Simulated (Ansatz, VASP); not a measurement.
Two plane-wave programs on Cu

Contents of INCAR:

```
SYSTEM = Cu
ALGO     = Normal         ! electronic algorithm
EDIFF    = 1E-6           ! SCF threshold, eV
ENCUT    = 520            ! plane-wave cutoff, eV
GGA      = PS             ! functional
ISIF     = 2              ! what is computed and relaxed
ISMEAR   = 0              ! smearing method
LASPH    = .True.         ! aspherical terms in the spheres
LCHARG   = .True.         ! write CHGCAR
LELF     = .True.         ! ELF
LREAL    = .False.        ! projectors in reciprocal space
LVHAR    = .True.       
LWAVE    = .False.        ! write WAVECAR
NBANDS   = 12             ! bands
NELM     = 80             ! most SCF steps
PREC     = Accurate       ! precision mode
SIGMA    = 0.05           ! smearing width, eV
```

Contents of KPOINTS:

```
k-points
0
Gamma
  20 20 20
  0 0 0
```

POSCAR

```
Cu
1.0
   -1.4427933200      1.4427933200      1.3760814500
    1.4427933200     -1.4427933200      1.3760814500
    1.4427933200      1.4427933200     -1.3760814500
Cu
1
Direct
    0.0000000000      0.0000000000      0.0000000000
```

Input for Ansatz:

```yaml
crystal:
  lattice:
    - [-1.44279332, 1.44279332, 1.37608145]
    - [1.44279332, -1.44279332, 1.37608145]
    - [1.44279332, 1.44279332, -1.37608145]
  atoms:
    - { symbol: Cu, position: [0.0, 0.0, 0.0] }
basis:
  ecutwfc: 420
kpoints:
  mp_grid: { grid: [20, 20, 20] }
hamiltonian:
  xc: pbesol
scf:
  occupations: { method: gaussian, width: 0.05 }
output:
  forces: true
  stress: true
  eigenvalues: true
```

Alike in both runs: task single point; functional PBEsol; k mesh 20 × 20 × 20; occupations gaussian, width 0.05 eV; no spin polarisation.

|  | VASP | Ansatz |
| --- | --- | --- |
| version | VASP 6.6.1 | Ansatz 0.2.0 |
| potentials or method | VASP PAW PBE potentials, release 64 (Cu), cutoff 520 eV | scalar-relativistic, plane waves, PAW |
| valence electrons in the cell | 11 | 19 |

VASP gave:

```
gap on the k mesh at the Fermi level (eV)                     : none
pressure (GPa)                                                : -0.7
traceless stress, the component that is largest in VASP (GPa) : -0.42
```

**Question.** Estimate Ansatz's values.

**Answer.** gap on the k mesh at the Fermi level (eV): none; pressure (GPa): -1.4; traceless stress, the component that is largest in VASP (GPa): -0.44.

VASP's potentials were made for PBE, not for PBEsol. A gap of «none» marks a metal or a gap that the smearing closes. VASP's potentials hold 11 valence electrons a cell and Ansatz's 19, so a difference there can come from the potentials and not from the codes.
